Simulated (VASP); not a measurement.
A run of VASP 6.6.1:

INCAR

```
SYSTEM = Bi
PREC     = Accurate       ! precision mode
ENCUT    = 500            ! plane-wave cutoff, eV
EDIFF    = 1E-6           ! SCF threshold, eV
ISMEAR   = 0              ! smearing method
SIGMA    = 0.1            ! smearing width, eV
LREAL    = .False.        ! projectors in reciprocal space
LASPH    = .True.         ! aspherical terms in the spheres
NELM     = 120            ! most SCF steps
ALGO     = Normal         ! electronic algorithm
ISIF     = 2              ! what is computed and relaxed
LWAVE    = .False.        ! write WAVECAR
LCHARG   = .False.        ! write CHGCAR
GGA      = PS             ! functional
NBANDS   = 14             ! bands
GGA_COMPAT= .False.
```

KPOINTS

```
regular mesh
0
Gamma
  16 16 16
  0 0 0
```

File POSCAR:

```
Bi
1.0
   -1.9164211935      1.9164211935      1.9164211935
    1.9164211935     -1.9164211935      1.9164211935
    1.9164211935      1.9164211935     -1.9164211935
Bi
1
Direct
    0.0000000000      0.0000000000      0.0000000000
```

Potentials or basis: VASP PAW PBE potentials, release 64 (Bi_d).

Run with:

```bash
$ cat potpaw_PBE.64/Bi_d/POTCAR > POTCAR
$ mpirun -np 1 vasp_std > vasp.out
```

Hardware: 1 thread of AMD EPYC 7R43 64-Core Processor (Zen 3), on a shared host.

Q: Estimate the wall time of this run.

A: Wall time 40 s on 1 thread of AMD EPYC 7R43 64-Core Processor (Zen 3) (shared host), peak memory 0.14 GiB. Counts: scf iterations 10, k points 145.
